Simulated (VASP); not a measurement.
A run of VASP 6.6.1 is set up as follows.

INCAR

```
SYSTEM = Y2S
PREC = Accurate ; ENCUT = 520
EDIFF = 1E-6 ; ISMEAR = 0
SIGMA = 0.1 ; LREAL = .False.
LASPH = .True. ; NELM = 60
ALGO = Normal ; ISIF = 2
LWAVE = .False. ; LCHARG = .False.
GGA = PE ; NBANDS = 21
```

The input KPOINTS:

```
Automatic mesh
0
Gamma
  6 6 6
  0 0 0
```

POSCAR

```
Y2S
1.0
    5.0827585616      0.0000000000      0.0000000000
   -2.5413792808      4.4017980357      0.0000000000
    0.0000000000      0.0000000000      3.2487992611
Y S
2 1
Direct
    0.3333333333      0.6666666667      0.5000000000
    0.6666666667      0.3333333333      0.5000000000
    0.0000000000      0.0000000000      0.0000000000
```

Potentials or basis: VASP PAW PBE potentials, release 64 (Y_sv, S).

Launch:

```sh
$ cat potpaw_PBE.64/Y_sv/POTCAR potpaw_PBE.64/S/POTCAR > POTCAR
$ mpirun -np 1 vasp_std > vasp.out
```

Question: Estimate the pressure.

Answer: 0.0 GPa.

Question: Estimate the band gap on the k mesh.

Answer: Zero (band 14 reaches 5.42 eV, above the bottom of band 15 at 4.33 eV).
